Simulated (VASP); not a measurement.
# Se in VASP: single point with LDA

Aim: the single point of Se with LDA.

Everything below comes from runs of VASP 6.6.1. Logs are shortened: lines on timing, memory, paths and dates and some standing lists are left out, and cuts for length are marked.

### 1 The cell of the first run

The typed cell holds 1 atom: a = 3.035 Å, b = 3.035 Å, c = 3.035 Å, α = 120.00°, β = 120.00°, γ = 90.01°.

This isn't the form of Se at room conditions, which is trigonal, of chains.

### 2 Single point, LDA

INCAR reads:

```
SYSTEM = Se
PREC = Accurate
ENCUT = 520
EDIFF = 1E-7
ISMEAR = 0
SIGMA = 0.15
LREAL = .FALSE.
LASPH = .TRUE.
NELM = 100
ALGO = Normal
ISIF = 2
LWAVE = .FALSE.
LCHARG = .TRUE.
GGA = CA
LELF = .TRUE.
LVHAR = .TRUE.
NBANDS = 9
```

KPOINTS reads:

```
regular mesh
0
G
  22 22 22
  0 0 0
```

POSCAR reads:

```
Se
1.0
   -1.5176765868      1.5176765868      2.1459946937
    1.5176765868     -1.5176765868      2.1459946937
    1.5176765868      1.5176765868     -2.1459946937
Se
1
Direct
    0.0000000000      0.0000000000      0.0000000000
```

Potentials or basis: VASP PAW LDA potentials, release 64 (Se).

Command:

```sh
> cat potpaw_LDA.64/Se/POTCAR > POTCAR
> mpirun -np 1 vasp_std > vasp.out
```

OUTCAR:

```text
SYSTEM = Se
   PREC = Accurate
   ENCUT = 520
   EDIFF = 1E-7
   ISMEAR = 0
   LREAL = .FALSE.
   LASPH = .TRUE.
   NELM = 100
   ISIF = 2
   GGA = CA

 ion  position               nearest neighbor table
   1  0.000  0.000  0.000-

  LATTYP: Found a body centered tetragonal cell.
 ALAT       =     3.0353531736
 C/A-ratio  =     1.4140000000

  Lattice vectors:

 A1 = (  -1.5176765868,   1.5176765868,   2.1459946937)
 A2 = (   1.5176765868,  -1.5176765868,   2.1459946937)
 A3 = (   1.5176765868,   1.5176765868,  -2.1459946937)

Analysis of symmetry for initial positions (statically):
=====================================================================
 Subroutine PRICEL returns:
 Original cell was already a primitive cell.

 Routine SETGRP: Setting up the symmetry group for a
 body centered tetragonal supercell.

 Subroutine GETGRP returns: Found 16 space group operations
 (whereof 16 operations were pure point group operations)
 out of a pool of 16 trial point group operations.

The static configuration has the point symmetry D_4h.

Analysis of symmetry for dynamics (positions and initial velocities):
=====================================================================
 Subroutine PRICEL returns:
 Original cell was already a primitive cell.

 Routine SETGRP: Setting up the symmetry group for a
 body centered tetragonal supercell.

 Subroutine GETGRP returns: Found 16 space group operations
 (whereof 16 operations were pure point group operations)
 out of a pool of 16 trial point group operations.

The dynamic configuration has the point symmetry D_4h.

 Subroutine INISYM returns: Found 16 space group operations
 (whereof 16 operations are pure point group operations),
 and found     1 'primitive' translations

----------------------------------------------------------------------------------------

                                     Primitive cell

  volume of cell :      19.7718

  direct lattice vectors                    reciprocal lattice vectors
    -1.517676587  1.517676587  2.145994694     0.000000000  0.329450954  0.232992188
     1.517676587 -1.517676587  2.145994694     0.329450954  0.000000000  0.232992188
     1.517676587  1.517676587 -2.145994694     0.329450954  0.329450954  0.000000000

  length of vectors
     3.035123996  3.035123996  3.035123996     0.403513682  0.403513682  0.465914008

  position of ions in fractional coordinates (direct lattice)
     0.000000000  0.000000000  0.000000000

  ion indices of the primitive-cell ions
   primitive index   ion index
                 1           1

----------------------------------------------------------------------------------------

 KPOINTS: regular mesh

Automatic generation of k-mesh.
 Grid dimensions read from file:
 generate k-points for:   22   22   22

 Generating k-lattice:

  Cartesian coordinates                     Fractional coordinates (reciprocal lattice)
     0.000000000  0.014975043  0.010590554     0.045454545  0.000000000  0.000000000
     0.014975043  0.000000000  0.010590554     0.000000000  0.045454545  0.000000000
     0.014975043  0.014975043  0.000000000     0.000000000  0.000000000  0.045454545

  Length of vectors
     0.018341531  0.018341531  0.021177909

  Shift w.r.t. Gamma in fractional coordinates (k-lattice)
     0.000000000  0.000000000  0.000000000

 Subroutine IBZKPT returns following result:
 ===========================================

 Found    834 irreducible k-points:

 Following reciprocal coordinates:
            Coordinates               Weight
  0.000000  0.000000  0.000000      1.000000
  0.045455  0.000000 -0.000000      8.000000
  0.090909  0.000000 -0.000000      8.000000
  0.136364  0.000000  0.000000      8.000000
  0.181818  0.000000 -0.000000      8.000000
  0.227273  0.000000 -0.000000      8.000000
[... 16 lines left out ...]
  0.500000  0.045455 -0.000000     16.000000
 -0.454545  0.045455  0.000000     16.000000
 [... further k-points ...]
   k-points           NKPTS =    834   k-points in BZ     NKDIM =    834   number of bands    NBANDS=      9
   number of dos      NEDOS =    301   number of ions     NIONS =      1
   total plane-waves  NPLWV =  13824
   dimension x,y,z NGX =    24 NGY =   24 NGZ =   24
   dimension x,y,z NGXF=    48 NGYF=   48 NGZF=   48
   ions per type =               1
   NGX,Y,Z   is equivalent  to a cutoff of  13.15, 13.15, 13.15 a.u.
   NGXF,Y,Z  is equivalent  to a cutoff of  26.29, 26.29, 26.29 a.u.
 SYSTEM =  Se
   PREC   = accura    normal or accurate (medium, high low for compatibility)
   ISTART =      0    job   : 0-new  1-cont  2-samecut
   ICHARG =      2    charge: 1-file 2-atom 10-const
   ISPIN  =      1    spin polarized calculation?
   LNONCOLLINEAR =      F non collinear calculations
   LSORBIT =      F    spin-orbit coupling
   LASPH  =      T    aspherical Exc in radial PAW
   ENCUT  =  520.0 eV  38.22 Ry    6.18 a.u.   5.64  5.64  5.64*2*pi/ulx,y,z
   NELM   =    100;   NELMIN=  2; NELMDL= -5     # of ELM steps
   EDIFF  = 0.1E-06   stopping-criterion for ELM
   LREAL  =      F    real-space projection
   EDIFFG = 0.1E-05   stopping-criterion for IOM
   NSW    =      0    number of steps for IOM
   IBRION =     -1    ionic relax: 0-MD 1-quasi-New 2-CG
   NFREE  =      0    steps in history (QN), initial steepest desc. (CG)
   ISIF   =      2    stress and relaxation
   ISYM   =      2    0-nonsym 1-usesym 2-fastsym
   POTIM  = 0.5000    time-step for ionic-motion
   TEBEG  =    0.0;   TEEND  =   0.0 temperature during run
   PSTRESS=    0.0 pullay stress
   NELECT =       6.0000    total number of electrons
   NUPDOWN=      -1.0000    fix difference up-down
   EMIN   =  10.00;   EMAX   =-10.00  energy-range for DOS
   EFERMI =   0.00;   METHOD = LEGACY
   ISMEAR =     0;   SIGMA  =   0.15  broadening in eV -4-tet -1-fermi 0-gaus
   EFERMI_NEDOS =   21; number of points for ismear=-14 and -15
   IALGO  =     38    algorithm
   IMIX   =      4    mixing-type and parameters
     AMIX     =   0.40;   BMIX     =  1.00
     AMIX_MAG =   1.60;   BMIX_MAG =  1.00
  volume/ion in A,a.u.               =      19.77       133.43
  Fermi-wavevector in a.u.,A,eV,Ry     =   1.100127  2.078939 16.466855  1.210280
  Thomas-Fermi vector in A             =   2.236533
   LORBIT       =      0    0 simple, 1 ext, 2 COOP (PROOUT), +10 PAW based schemes
   GGA     = CA    functional components
   LHFCALC =     F    Hartree Fock is set to
   AEXX    =    0.0000 exact exchange contribution
   IVDW    =     0    specifies the selected vdW correction
   LEPSILON=     F    determine dielectric tensor
   LRPA    =     F    only Hartree local field effects (RPA)
 non-spin polarized calculation
 Gauss-broadening in eV      SIGMA  =   0.15
  energy-cutoff  :      520.00
  volume of cell :       19.77
 maximum number of plane-waves:       547
   NGX = 11   NGY = 11   NGZ = 11

 number of electron       6.0000001 magnetization

 Free energy of the ion-electron system (eV)
  ---------------------------------------------------
  ext. energy  EPLUGINS =         0.00000000
  ---------------------------------------------------
  free energy    TOTEN  =        -3.57811597 eV

  energy without entropy =       -3.56939386  energy(sigma->0) =       -3.57375491

 E-fermi :   5.8281     XC(G=0): -10.9038

 val. band max:        5.7936431198   @ k =  -0.3636  -0.3636   0.0909
 cond. band min:       5.8457965442   @ k =  -0.3182  -0.3182   0.3182
 fundamental gap:      0.0521534243
 Fermi energy:         5.8281164698

 k-point     1 :       0.0000    0.0000    0.0000
  band No.  band energies     occupation
      1     -10.4553      2.00000
      2       8.9793      0.00000
      3       8.9793      0.00000
      4       8.9794      0.00000
      5      17.1795      0.00000
      6      17.9395      0.00000
      7      17.9395      0.00000
      8      17.9411      0.00000
      9      21.3842      0.00000

 k-point     2 :       0.0455    0.0000   -0.0000
  band No.  band energies     occupation
      1     -10.4129      2.00000
      2       8.6623      0.00000
      3       8.9429      0.00000
      4       8.9431      0.00000
      5      17.3180      0.00000
      6      17.8022      0.00000
      7      18.0231      0.00000
      8      18.0241      0.00000
      9      21.8345      0.00000

 k-point     3 :       0.0909    0.0000   -0.0000
  band No.  band energies     occupation
      1     -10.2863      2.00000
      2       7.8287      0.00000
      3       8.8405      0.00000
      4       8.8407      0.00000
      5      16.9914      0.00000
      6      18.2493      0.00000
      7      18.2504      0.00000
      8      18.2655      0.00000
      9      22.6972      0.00000

 k-point     4 :       0.1364    0.0000    0.0000
  band No.  band energies     occupation
      1     -10.0772      2.00000
      2       6.6949      0.00000
      3       8.6886      0.00000
      4       8.6892      0.00000
      5      16.4384      0.00000
      6      18.5309      0.00000
      7      18.5322      0.00000
      8      19.1600      0.00000
      9      22.0968      0.00000
[... 205 lines left out ...]
 k-point    22 :       0.4545    0.0455   -0.0000
  band No.  band energies     occupation
      1      -7.1372      2.00000
      2      -0.9501      2.00000
      3       7.3663      0.00000
      4       7.6630      0.00000
      5      14.6594      0.00000
      6      16.7110      0.00000
      7      17.1380      0.00000
      8      20.5616      0.00000
      9      26.7871      0.00000

 k-point    23 :       0.5000    0.0455   -0.0000
  band No.  band energies     occupation
      1      -7.0927      2.00000
      2      -1.0228      2.00000
      3       7.4210      0.00000
      4       7.5938      0.00000
      5      14.6449      0.00000
      6      16.6397      0.00000
      7      17.1866      0.00000
      8      20.5334      0.00000
      9      26.6394      0.00000

 k-point    24 :      -0.4545    0.0455    0.0000
  band No.  band energies     occupation
      1      -7.3044      2.00000
      2      -0.6711      2.00000
      3       7.5174      0.00000
      4       7.5668      0.00000
      5      14.6811      0.00000
      6      16.6858      0.00000
      7      17.3430      0.00000
      8      20.6251      0.00000
      9      25.6567      0.00000

 [... further k-points ...]

------------------------ aborting loop because EDIFF is reached ----------------------------------------

  FORCE on cell =-STRESS in cart. coord.  units (eV):
  Direction    XX          YY          ZZ          XY          YZ          ZX
  --------------------------------------------------------------------------------------
  -------------------------------------------------------------------------------------
  Total       -0.4218044     -0.4218044     -0.4223352      0.0000000     -0.0000000      0.0000000
  in kB      -34.1802011    -34.1802011    -34.2232144      0.0000000     -0.0000000      0.0000000
  external PRESSURE =     -34.1945389 kB  Pullay stress =       0.0000000 kB

 VOLUME and BASIS-vectors are now :
 -----------------------------------------------------------------------------
  energy-cutoff  :      520.00
  volume of cell :       19.77
      direct lattice vectors                 reciprocal lattice vectors
    -1.517676587  1.517676587  2.145994694     0.000000000  0.329450954  0.232992188
     1.517676587 -1.517676587  2.145994694     0.329450954  0.000000000  0.232992188
     1.517676587  1.517676587 -2.145994694     0.329450954  0.329450954  0.000000000

 POSITION                                       TOTAL-FORCE (eV/Angst)
 -----------------------------------------------------------------------------------
      0.00000      0.00000      0.00000         0.000000     -0.000000      0.000000
 -----------------------------------------------------------------------------------
    total drift:                                0.000000     -0.000000      0.000000

  FREE ENERGIE OF THE ION-ELECTRON SYSTEM (eV)
  ---------------------------------------------------
  free  energy   TOTEN  =        -3.5781159700 eV

  energy  without entropy=       -3.5693938594  energy(sigma->0) =       -3.57375491
```

Wall time 2.2 min (1 thread of Intel Xeon 8259CL, shared host); peak memory 0.25 GiB.

Results:

```
Free energy            : -3.5781 eV
Pressure               : -3.4 GPa
Band gap on the k mesh : zero (bands 3 and 4 overlap by 5.47 eV)
```

Levels at points of the mesh, in eV from the Fermi level:
```
           k point  band 1  band 2  band 3  band 4  band 5  band 6  band 7
(0.00, 0.00, 0.00)  -16.28    3.15    3.15    3.15   11.35   12.11   12.11
(0.50, 0.00, 0.00)  -12.94   -6.92    1.85    1.85    8.57   11.18   11.19
(0.50, 0.50, 0.00)  -11.63   -6.02   -0.83   -0.83    4.90    5.87   23.03
(0.50, 0.50, 0.50)  -11.63   -6.02   -0.83   -0.83    4.89    5.87   23.03
```

Caveat: the cell stands under tension.

The gap in the log of VASP goes by the Fermi energy; the results here count the filled bands.